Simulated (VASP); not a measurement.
# ZrMo3 (P6/mmm) in VASP: a series of runs, part 2 of 2

VASP 6.6.1. Earlier steps stand in the parts before.

**3. Single point, PBE**

This run uses another cell than the first one, of 22.69 Å³/atom.

INCAR

```
SYSTEM = ZrMo3
PREC = Accurate
ENCUT = 500
EDIFF = 1E-6
ISMEAR = 0
SIGMA = 0.1
LREAL = .False.
LASPH = .True.
NELM = 120
ALGO = Normal
ISIF = 2
LWAVE = .False.
LCHARG = .True.
GGA = PE
LELF = .True.
LVHAR = .True.
NBANDS = 35
GGA_COMPAT = .False.
```

KPOINTS

```
Automatic mesh
0
Gamma
  6 6 4
  0 0 0
```

POSCAR

```
ZrMo3
1.0
    4.6630344187      0.0000000000      0.0000000000
   -2.3315172094      4.0383062653      0.0000000000
    0.0000000000      0.0000000000      4.8192437738
Zr Mo
1 3
Direct
    0.0000000000      0.0000000000      0.0000000000
    0.0000000000      0.0000000000      0.5000000000
    0.3333333333      0.6666666667      0.0000000000
    0.6666666667      0.3333333333      0.0000000000
```

Potentials or basis: VASP PAW PBE potentials, release 64 (Zr_sv, Mo_sv).

The run is started by

```console
$ cat potpaw_PBE.64/Zr_sv/POTCAR potpaw_PBE.64/Mo_sv/POTCAR > POTCAR
$ mpirun -np 1 vasp_std > vasp.out
```

OUTCAR:

```text
SYSTEM = ZrMo3
   PREC = Accurate
   ENCUT = 500
   EDIFF = 1E-6
   ISMEAR = 0
   LREAL = .False.
   LASPH = .True.
   NELM = 120
   ISIF = 2
   GGA = PE

 ion  position               nearest neighbor table
   1  0.000  0.000  0.000-   2 2.41   2 2.41   4 2.69   3 2.69   4 2.69   3 2.69   4 2.69   3 2.69

   2  0.000  0.000  0.500-   1 2.41   1 2.41
   3  0.333  0.667  0.000-   4 2.69   4 2.69   1 2.69   1 2.69   1 2.69   4 2.69
   4  0.667  0.333  0.000-   3 2.69   3 2.69   1 2.69   1 2.69   1 2.69   3 2.69

  LATTYP: Found a hexagonal cell.
[... 992 lines left out ...]
  Direction    XX          YY          ZZ          XY          YZ          ZX
  --------------------------------------------------------------------------------------
  -------------------------------------------------------------------------------------
  Total        0.1571592      0.1571592      0.2536158     -0.0000000      0.0000000      0.0000000
  in kB        2.7746199      2.7746199      4.4775466     -0.0000000      0.0000000      0.0000000
  external PRESSURE =       3.3422621 kB  Pullay stress =       0.0000000 kB

 VOLUME and BASIS-vectors are now :
 -----------------------------------------------------------------------------
  energy-cutoff  :      500.00
  volume of cell :       90.75
      direct lattice vectors                 reciprocal lattice vectors
     4.663034419  0.000000000  0.000000000     0.214452631  0.123814284  0.000000000
    -2.331517209  4.038306265  0.000000000     0.000000000  0.247628569  0.000000000
     0.000000000  0.000000000  4.819243774     0.000000000  0.000000000  0.207501435

 POSITION                                       TOTAL-FORCE (eV/Angst)
 -----------------------------------------------------------------------------------
      0.00000      0.00000      0.00000        -0.000000      0.000000     -0.000000
      0.00000      0.00000      2.40962        -0.000000      0.000000     -0.000000
     -0.00000      2.69220      0.00000        -0.000000     -0.000000     -0.000000
      2.33152      1.34610      0.00000         0.000000      0.000000      0.000000
 -----------------------------------------------------------------------------------
    total drift:                                0.000000      0.000000      0.000000

  FREE ENERGIE OF THE ION-ELECTRON SYSTEM (eV)
  ---------------------------------------------------
  free  energy   TOTEN  =       -33.4045116870 eV

  energy  without entropy=      -33.3621291522  energy(sigma->0) =      -33.38332042
```

It took 94 s on 1 thread of Intel Xeon 8259CL, shared host; peak memory 0.23 GiB.

Results:

```yaml
Free_energy: -33.4045 eV
Pressure: 0.3 GPa
Band_gap_on_the_k_mesh: zero (bands 27 and 28 overlap by 1.04 eV)
```

**4. Relaxation of cell and atoms, PBE**

INCAR

```
SYSTEM = ZrMo3
PREC = Accurate
ENCUT = 500
EDIFF = 1E-7
ISMEAR = 0
SIGMA = 0.1
LREAL = .FALSE.
LASPH = .TRUE.
NELM = 120
ALGO = Normal
ISIF = 3
LWAVE = .FALSE.
LCHARG = .FALSE.
GGA = PE
IBRION = 2
NSW = 90
EDIFFG = -0.04
GGA_COMPAT = .FALSE.
NELMIN = 4
```

KPOINTS

```
Automatic mesh
0
G
  6 6 4
  0 0 0
```

POSCAR

```
ZrMo3
1.0
    4.0740297052      0.0000000000      0.0000000000
   -2.0370148526      3.5282132205      0.0000000000
    0.0000000000      0.0000000000      4.2997155874
Zr Mo
1 3
Direct
    0.0000000000      0.0000000000      0.0000000000
    0.0000000000      0.0000000000      0.5000000000
    0.3333333333      0.6666666667      0.0000000000
    0.6666666667      0.3333333333      0.0000000000
```

The run is started by

```console
$ cat potpaw_PBE.64/Zr_sv/POTCAR potpaw_PBE.64/Mo_sv/POTCAR > POTCAR
$ mpirun -np 1 vasp_std > vasp.out
```

It took 13 min on 1 thread of Intel Xeon 8259CL, shared host; peak memory 0.2 GiB.

Results (log left out):

- Free energy: -33.3421 eV
- Relaxed volume: 22.61 Å³/atom
- Relaxed cell: a = 4.656 Å, b = 4.656 Å, c = 4.817 Å, α = 90.00°, β = 90.00°, γ = 120.00°
- Space group after relaxing (to 0.1 Å): P6/mmm (No. 191)
- Pressure after relaxing: 0.0 GPa
- Band gap on the k mesh: zero (bands 27 and 28 overlap by 1.05 eV)

Final structure:
```
Zr Mo
1.0
     4.65575    0.00000    0.00000
    -2.32788    4.03200    0.00000
     0.00000    0.00000    4.81727
Zr Mo
1 3
Direct
  0.00000 0.00000 0.00000
  0.00000 0.00000 0.50000
  0.33333 0.66667 0.00000
  0.66667 0.33333 0.00000
```

Levels at points of the mesh, in eV from the Fermi level:
| k point | band 24 | band 25 | band 26 | band 27 | band 28 | band 29 | band 30 | band 31 |
| --- | --- | --- | --- | --- | --- | --- | --- | --- |
| (0.00, 0.00, 0.00) | -1.08 | -1.08 | -0.46 | -0.46 | -0.21 | -0.21 | 0.92 | 1.83 |
| (0.50, 0.00, 0.00) | -1.38 | -1.36 | -1.14 | -0.75 | 0.29 | 0.77 | 1.09 | 1.12 |
| (0.00, 0.00, 0.50) | -0.92 | -0.84 | -0.67 | -0.67 | 0.68 | 0.68 | 0.77 | 0.84 |
| (0.50, 0.00, 0.50) | -1.09 | -0.92 | -0.66 | -0.22 | 0.08 | 0.59 | 0.65 | 1.67 |

Caveat: the k points lie up to 0.33 Å⁻¹ apart in the final cell, too coarse for converged energies and pressures of a metal; the volume moved by over 15 % at a fixed basis, so the end points are rough.

**5. Single point, PBE**

This run uses another cell than the first one, of 22.93 Å³/atom.

INCAR

```
SYSTEM = ZrMo3
PREC = Accurate ; ENCUT = 500
EDIFF = 1E-6 ; ISMEAR = 0
SIGMA = 0.1 ; LREAL = .FALSE.
LASPH = .TRUE. ; NELM = 120
ALGO = Normal ; ISIF = 2
LWAVE = .FALSE. ; LCHARG = .FALSE.
GGA = PE ; NBANDS = 35
GGA_COMPAT = .FALSE.
```

KPOINTS

```
regular mesh
0
G
  12 12 10
  0 0 0
```

POSCAR

```
ZrMo3
1.0
    4.6528395276      0.0000000000      0.0000000000
   -2.3264197638      4.0294772306      0.0000000000
    0.0000000000      0.0000000000      4.8916607797
Zr Mo
1 3
Direct
    0.0000000000      0.0000000000      0.0000000000
    0.0000000000      0.0000000000      0.5000000000
    0.3333333333      0.6666666667      0.0000000000
    0.6666666667      0.3333333333      0.0000000000
```

The run is started by

```console
$ cat potpaw_PBE.64/Zr_sv/POTCAR potpaw_PBE.64/Mo_sv/POTCAR > POTCAR
$ mpirun -np 1 vasp_std > vasp.out
```

It took 7.2 min on 1 thread of Intel Xeon 8259CL, shared host; peak memory 0.41 GiB.

The run converged. Its results:

```
Free energy            : -33.3210 eV
Pressure               : 0.2 GPa
Band gap on the k mesh : zero (bands 27 and 28 overlap by 1.15 eV)
```

Stress tensor (GPa, compression positive):
```
0.21 0.00 0.00
0.00 0.21 0.00
0.00 0.00 0.31
```

Levels at points of the mesh, in eV from the Fermi level:
| k point | band 23 | band 24 | band 25 | band 26 | band 27 | band 28 | band 29 | band 30 | band 31 | band 32 |
| --- | --- | --- | --- | --- | --- | --- | --- | --- | --- | --- |
| (0.00, 0.00, 0.00) | -1.28 | -1.03 | -1.03 | -0.44 | -0.44 | -0.18 | -0.18 | 0.97 | 1.79 | 1.79 |
| (0.50, 0.00, 0.00) | -1.95 | -1.39 | -1.31 | -1.12 | -0.73 | 0.37 | 0.75 | 1.10 | 1.15 | 1.60 |
| (0.00, 0.00, 0.50) | -0.91 | -0.86 | -0.86 | -0.67 | -0.67 | 0.71 | 0.71 | 0.71 | 0.80 | 0.80 |
| (0.50, 0.00, 0.50) | -1.26 | -1.08 | -0.91 | -0.56 | -0.20 | 0.13 | 0.60 | 0.61 | 1.69 | 1.95 |

**6. Overview**

| task | cell | k mesh | gap on the mesh (eV) | pressure (GPa) |
| --- | --- | --- | --- | --- |
| single point | a = 4.074, b = 4.074, c = 4.300 Å, angles 90.0, 90.0, 120.0°, 4 atoms | 6 × 6 × 4 | none | 92.4 |
| single point | a = 4.663, b = 4.663, c = 4.819 Å, angles 90.0, 90.0, 120.0°, 4 atoms | 6 × 6 × 4 | none | 0.3 |
| relaxation of cell and atoms | relaxed from a = 4.074, b = 4.074, c = 4.300 Å, angles 90.0, 90.0, 120.0°, 4 atoms | 6 × 6 × 4 | none | 0.0 |
| single point | a = 4.653, b = 4.653, c = 4.892 Å, angles 90.0, 90.0, 120.0°, 4 atoms | 12 × 12 × 10 | none | 0.2 |

Alike in all rows: level PBE; potentials or basis VASP PAW PBE potentials, release 64 (Zr_sv, Mo_sv); no spin polarisation; cutoff (eV) 500; smearing gaussian 0.1 eV.

Caveats: some runs use coarse meshes; the volume moved by over 15 % at a fixed basis, so the end points are rough (at least some runs).

Total energies depend on the potentials used, so only differences within one code and one set of settings carry meaning.
